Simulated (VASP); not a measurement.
# Ga2SnO4 (P6_322) in VASP: single point with PBE

Aim: the single point of Ga2SnO4 with PBE.

All numbers are computed with VASP 6.6.1; they aren't measurements. Logs are shortened: lines on timing, memory, paths and dates and some standing lists are left out, and cuts for length are marked.

## Step 1: The cell of the first run

It takes space group P6_322 (No. 182, hexagonal). The conventional cell has a = 5.287 Å, b = 5.287 Å, c = 8.894 Å, α = 90.00°, β = 90.00°, γ = 120.00°. Within 2.4 Å of Ga (site symmetry 3) lie 4 O at 1.82 to 1.86 Å. Sn (site symmetry 32) has 9 O at 2.78 to 3.05 Å and 6 Ga at 3.55 Å within 3.7 Å. O (site symmetry 32) has 2 Ga at 1.82 Å within 2.4 Å. Within 2.5 Å of O (site symmetry 2) lie 2 Ga at 1.86 Å.

## Step 2: Single point, PBE

Contents of INCAR:

```
SYSTEM = Ga2SnO4
PREC = Accurate ; ENCUT = 520
EDIFF = 1E-6 ; ISMEAR = 0
SIGMA = 0.15 ; LREAL = .FALSE.
LASPH = .TRUE. ; NELM = 100
ALGO = Normal ; ISIF = 2
LWAVE = .FALSE. ; LCHARG = .FALSE.
GGA = PE ; NBANDS = 77
```

Contents of KPOINTS:

```
Automatic mesh
0
G
  3 3 2
  0 0 0
```

Contents of POSCAR:

```
Ga2SnO4
1.0
    5.2872769301      0.0000000000      0.0000000000
   -2.6436384650      4.5789161383      0.0000000000
    0.0000000000      0.0000000000      8.8944525294
Ga Sn O
4 2 8
Direct
    0.6666666667      0.3333333333      0.9542697378
    0.6666666667      0.3333333333      0.5457302622
    0.3333333333      0.6666666667      0.4542697378
    0.3333333333      0.6666666667      0.0457302622
    0.0000000000      0.0000000000      0.2500000000
    0.0000000000      0.0000000000      0.7500000000
    0.6666666667      0.3333333333      0.7500000000
    0.6857899326      0.6857899326      0.0000000000
    0.3333333333      0.6666666667      0.2500000000
    0.6857899326      0.0000000000      0.5000000000
    0.3142100674      0.3142100674      0.5000000000
    0.3142100674      0.0000000000      0.0000000000
    0.0000000000      0.6857899326      0.5000000000
    0.0000000000      0.3142100674      0.0000000000
```

Potentials or basis: VASP PAW PBE potentials, release 64 (Ga_d, Sn_d, O).

Run with:

```bash
$ cat potpaw_PBE.64/Ga_d/POTCAR potpaw_PBE.64/Sn_d/POTCAR potpaw_PBE.64/O/POTCAR > POTCAR
$ mpirun -np 1 vasp_std > vasp.out
```

OUTCAR:

```text
SYSTEM = Ga2SnO4
   PREC = Accurate
   ENCUT = 520
   EDIFF = 1E-6
   ISMEAR = 0
   LREAL = .FALSE.
   LASPH = .TRUE.
   NELM = 100
   ISIF = 2
   GGA = PE

 ion  position               nearest neighbor table
   1  0.667  0.333  0.954-   7 1.82  14 1.86  12 1.86   8 1.86
   2  0.667  0.333  0.546-   7 1.82  10 1.86  13 1.86  11 1.86
   3  0.333  0.667  0.454-   9 1.82  13 1.86  10 1.86  11 1.86
   4  0.333  0.667  0.046-   9 1.82  12 1.86  14 1.86   8 1.86
   5  0.000  0.000  0.250-  13 2.78  14 2.78  10 2.78  12 2.78  11 2.78   8 2.78
   6  0.000  0.000  0.750-  13 2.78  14 2.78  10 2.78  12 2.78  11 2.78   8 2.78
   7  0.667  0.333  0.750-   1 1.82   2 1.82
   8  0.686  0.686  0.000-   1 1.86   4 1.86   5 2.78   6 2.78
   9  0.333  0.667  0.250-   3 1.82   4 1.82
  10  0.686  0.000  0.500-   2 1.86   3 1.86   5 2.78   6 2.78
  11  0.314  0.314  0.500-   3 1.86   2 1.86   5 2.78   6 2.78
  12  0.314  0.000  0.000-   4 1.86   1 1.86   5 2.78   6 2.78
  13  0.000  0.686  0.500-   3 1.86   2 1.86   5 2.78   6 2.78
  14  0.000  0.314  0.000-   1 1.86   4 1.86   5 2.78   6 2.78

  LATTYP: Found a hexagonal cell.
 ALAT       =     5.2872769301
 C/A-ratio  =     1.6822369335

  Lattice vectors:

 A1 = (   5.2872769301,   0.0000000000,   0.0000000000)
 A2 = (  -2.6436384650,   4.5789161383,   0.0000000000)
 A3 = (   0.0000000000,   0.0000000000,   8.8944525294)

Analysis of symmetry for initial positions (statically):
=====================================================================
 Subroutine PRICEL returns:
 Original cell was already a primitive cell.

 Routine SETGRP: Setting up the symmetry group for a
 hexagonal supercell.

 Subroutine GETGRP returns: Found 12 space group operations
 (whereof  6 operations were pure point group operations)
 out of a pool of 24 trial point group operations.

The static configuration has the point symmetry D_3 .
 The point group associated with its full space group is D_6 .

Analysis of symmetry for dynamics (positions and initial velocities):
=====================================================================
 Subroutine PRICEL returns:
 Original cell was already a primitive cell.

 Routine SETGRP: Setting up the symmetry group for a
 hexagonal supercell.

 Subroutine GETGRP returns: Found 12 space group operations
 (whereof  6 operations were pure point group operations)
 out of a pool of 24 trial point group operations.

The dynamic configuration has the point symmetry D_3 .
 The point group associated with its full space group is D_6 .

 Subroutine INISYM returns: Found 12 space group operations
 (whereof  6 operations are pure point group operations),
 and found     1 'primitive' translations

----------------------------------------------------------------------------------------

                                     Primitive cell

  volume of cell :     215.3347

  direct lattice vectors                    reciprocal lattice vectors
     5.287276930  0.000000000  0.000000000     0.189133275  0.109196147  0.000000000
    -2.643638465  4.578916138  0.000000000     0.000000000  0.218392294  0.000000000
     0.000000000  0.000000000  8.894452529     0.000000000  0.000000000  0.112429629

  length of vectors
     5.287276930  5.287276930  8.894452529     0.218392294  0.218392294  0.112429629

  position of ions in fractional coordinates (direct lattice)
     0.666666667  0.333333333  0.954269738
     0.666666667  0.333333333  0.545730262
     0.333333333  0.666666667  0.454269738
     0.333333333  0.666666667  0.045730262
     0.000000000  0.000000000  0.250000000
     0.000000000  0.000000000  0.750000000
     0.666666667  0.333333333  0.750000000
     0.685789933  0.685789933  0.000000000
     0.333333333  0.666666667  0.250000000
     0.685789933  0.000000000  0.500000000
     0.314210067  0.314210067  0.500000000
     0.314210067  0.000000000  0.000000000
     1.000000000  0.685789933  0.500000000
     1.000000000  0.314210067  0.000000000

  ion indices of the primitive-cell ions
   primitive index   ion index
                 1           1
                 2           2
                 3           3
                 4           4
                 5           5
                 6           6
                 7           7
                 8           8
                 9           9
                10          10
                11          11
                12          12
                13          13
                14          14

----------------------------------------------------------------------------------------

 KPOINTS: Automatic mesh

Automatic generation of k-mesh.
 Grid dimensions read from file:
 generate k-points for:    3    3    2

 Generating k-lattice:

  Cartesian coordinates                     Fractional coordinates (reciprocal lattice)
     0.063044425  0.036398716  0.000000000     0.333333333 -0.000000000  0.000000000
     0.000000000  0.072797431  0.000000000     0.000000000  0.333333333  0.000000000
     0.000000000  0.000000000  0.056214815     0.000000000  0.000000000  0.500000000

  Length of vectors
     0.072797431  0.072797431  0.056214815

  Shift w.r.t. Gamma in fractional coordinates (k-lattice)
     0.000000000  0.000000000  0.000000000

 Subroutine IBZKPT returns following result:
 ===========================================

 Found      6 irreducible k-points:

 Following reciprocal coordinates:
            Coordinates               Weight
  0.000000  0.000000  0.000000      1.000000
  0.333333  0.000000  0.000000      6.000000
  0.333333  0.333333  0.000000      2.000000
  0.000000  0.000000  0.500000      1.000000
  0.333333  0.000000  0.500000      6.000000
  0.333333  0.333333  0.500000      2.000000
   k-points           NKPTS =      6   k-points in BZ     NKDIM =      6   number of bands    NBANDS=     77
   number of dos      NEDOS =    301   number of ions     NIONS =     14
   total plane-waves  NPLWV = 112000
   dimension x,y,z NGX =    40 NGY =   40 NGZ =   70
   dimension x,y,z NGXF=    80 NGYF=   80 NGZF=  140
   ions per type =               4   2   8
   NGX,Y,Z   is equivalent  to a cutoff of  12.58, 12.58, 13.08 a.u.
   NGXF,Y,Z  is equivalent  to a cutoff of  25.15, 25.15, 26.17 a.u.
 SYSTEM =  Ga2SnO4
   PREC   = accura    normal or accurate (medium, high low for compatibility)
   ISTART =      0    job   : 0-new  1-cont  2-samecut
   ICHARG =      2    charge: 1-file 2-atom 10-const
   ISPIN  =      1    spin polarized calculation?
   LNONCOLLINEAR =      F non collinear calculations
   LSORBIT =      F    spin-orbit coupling
   LASPH  =      T    aspherical Exc in radial PAW
   ENCUT  =  520.0 eV  38.22 Ry    6.18 a.u.   9.83  9.83 16.54*2*pi/ulx,y,z
   NELM   =    100;   NELMIN=  2; NELMDL= -5     # of ELM steps
   EDIFF  = 0.1E-05   stopping-criterion for ELM
   LREAL  =      F    real-space projection
   EDIFFG = 0.1E-04   stopping-criterion for IOM
   NSW    =      0    number of steps for IOM
   IBRION =     -1    ionic relax: 0-MD 1-quasi-New 2-CG
   NFREE  =      0    steps in history (QN), initial steepest desc. (CG)
   ISIF   =      2    stress and relaxation
   ISYM   =      2    0-nonsym 1-usesym 2-fastsym
   POTIM  = 0.5000    time-step for ionic-motion
   TEBEG  =    0.0;   TEEND  =   0.0 temperature during run
   PSTRESS=    0.0 pullay stress
   NELECT =     128.0000    total number of electrons
   NUPDOWN=      -1.0000    fix difference up-down
   EMIN   =  10.00;   EMAX   =-10.00  energy-range for DOS
   EFERMI =   0.00;   METHOD = LEGACY
   ISMEAR =     0;   SIGMA  =   0.15  broadening in eV -4-tet -1-fermi 0-gaus
   EFERMI_NEDOS =   21; number of points for ismear=-14 and -15
   IALGO  =     38    algorithm
   IMIX   =      4    mixing-type and parameters
     AMIX     =   0.40;   BMIX     =  1.00
     AMIX_MAG =   1.60;   BMIX_MAG =  1.00
  volume/ion in A,a.u.               =      15.38       103.80
  Fermi-wavevector in a.u.,A,eV,Ry     =   1.376491  2.601192 25.779347  1.894729
  Thomas-Fermi vector in A             =   2.501731
   LORBIT       =      0    0 simple, 1 ext, 2 COOP (PROOUT), +10 PAW based schemes
   GGA     = PE    functional components
   LHFCALC =     F    Hartree Fock is set to
   AEXX    =    0.0000 exact exchange contribution
   IVDW    =     0    specifies the selected vdW correction
   LEPSILON=     F    determine dielectric tensor
   LRPA    =     F    only Hartree local field effects (RPA)
 non-spin polarized calculation
 Gauss-broadening in eV      SIGMA  =   0.15
  energy-cutoff  :      520.00
  volume of cell :      215.33
 maximum number of plane-waves:      5819
 NGX is ok and might be reduce to    40
   NGX = 19   NGY = 19   NGZ = 33

 number of electron     127.9999999 magnetization

 Free energy of the ion-electron system (eV)
  ---------------------------------------------------
  ext. energy  EPLUGINS =         0.00000000
  ---------------------------------------------------
  free energy    TOTEN  =       -79.49597544 eV

  energy without entropy =      -79.49597544  energy(sigma->0) =      -79.49597544

 E-fermi :   3.4875     XC(G=0):  -9.8256

 val. band max:        2.7515229433   @ k =   0.3333   0.3333   0.0000
 cond. band min:       5.3867405392   @ k =   0.3333   0.0000   0.0000
 fundamental gap:      2.6352175958
 Fermi energy:         3.4874881715

 k-point     1 :       0.0000    0.0000    0.0000
  band No.  band energies     occupation
      1     -17.8748      2.00000
      2     -17.8748      2.00000
      3     -17.8736      2.00000
      4     -17.8736      2.00000
      5     -17.8111      2.00000
      6     -17.8111      2.00000
[... 68 lines left out ...]
     75      10.7222      0.00000
     76      10.9979      0.00000
[... 393 lines left out ...]
     75      10.7312      0.00000
     76      10.7312      0.00000
 [bands above 76 left out]

------------------------ aborting loop because EDIFF is reached ----------------------------------------

  FORCE on cell =-STRESS in cart. coord.  units (eV):
  Direction    XX          YY          ZZ          XY          YZ          ZX
  --------------------------------------------------------------------------------------
  -------------------------------------------------------------------------------------
  Total        0.3159159      0.3159159      0.4454622      0.0000000      0.0000000      0.0000000
  in kB        2.3505426      2.3505426      3.3144195      0.0000000      0.0000000      0.0000000
  external PRESSURE =       2.6718349 kB  Pullay stress =       0.0000000 kB

 VOLUME and BASIS-vectors are now :
 -----------------------------------------------------------------------------
  energy-cutoff  :      520.00
  volume of cell :      215.33
      direct lattice vectors                 reciprocal lattice vectors
     5.287276930  0.000000000  0.000000000     0.189133275  0.109196147  0.000000000
    -2.643638465  4.578916138  0.000000000     0.000000000  0.218392294  0.000000000
     0.000000000  0.000000000  8.894452529     0.000000000  0.000000000  0.112429629

 POSITION                                       TOTAL-FORCE (eV/Angst)
 -----------------------------------------------------------------------------------
      2.64364      1.52631      8.48771        -0.000000      0.000000     -0.001082
      2.64364      1.52631      4.85397        -0.000000      0.000000      0.001082
     -0.00000      3.05261      4.04048        -0.000000      0.000000     -0.001082
     -0.00000      3.05261      0.40675        -0.000000      0.000000      0.001082
      0.00000      0.00000      2.22361        -0.000000      0.000000      0.000000
      0.00000      0.00000      6.67084        -0.000000      0.000000      0.000000
      2.64364      1.52631      6.67084        -0.000000      0.000000      0.000000
      1.81298      3.14017      0.00000         0.003120      0.005404      0.000000
     -0.00000      3.05261      2.22361        -0.000000      0.000000      0.000000
      3.62596      0.00000      4.44723         0.006240      0.000000     -0.000000
      0.83066      1.43874      4.44723        -0.003120     -0.005404      0.000000
      1.66132      0.00000      0.00000        -0.006240      0.000000      0.000000
     -1.81298      3.14017      4.44723        -0.003120      0.005404      0.000000
     -0.83066      1.43874      0.00000         0.003120     -0.005404      0.000000
 -----------------------------------------------------------------------------------
    total drift:                               -0.000000      0.000000     -0.000000

  FREE ENERGIE OF THE ION-ELECTRON SYSTEM (eV)
  ---------------------------------------------------
  free  energy   TOTEN  =       -79.4959754422 eV

  energy  without entropy=      -79.4959754422  energy(sigma->0) =      -79.49597544
```

Run time: 3.6 min. Hardware: 1 thread of Intel Xeon 8259CL, shared host; peak memory 0.37 GiB.

Results:

```
Free energy            : -79.4960 eV
Pressure               : 0.3 GPa
Largest force          : 0.006 eV/Å
Band gap on the k mesh : 2.64 eV (least direct gap 2.78 eV)
```

Forces in eV/Å, atoms in the order of the input:
```
Ga   0.000  0.000 -0.001
Ga   0.000  0.000  0.001
Ga   0.000  0.000 -0.001
Ga   0.000  0.000  0.001
Sn   0.000  0.000  0.000
Sn   0.000  0.000  0.000
O    0.000  0.000  0.000
O    0.003  0.005  0.000
O    0.000  0.000  0.000
O    0.006  0.000  0.000
O   -0.003 -0.005  0.000
O   -0.006  0.000  0.000
O   -0.003  0.005  0.000
O    0.003 -0.005  0.000
```

Stress tensor (GPa, compression positive):
```
0.24 0.00 0.00
0.00 0.24 0.00
0.00 0.00 0.33
```

Caveat: the k points lie up to 0.46 Å⁻¹ apart; spin-orbit coupling is left out, which moves the levels of the heavy elements. A k mesh can miss the band edges.
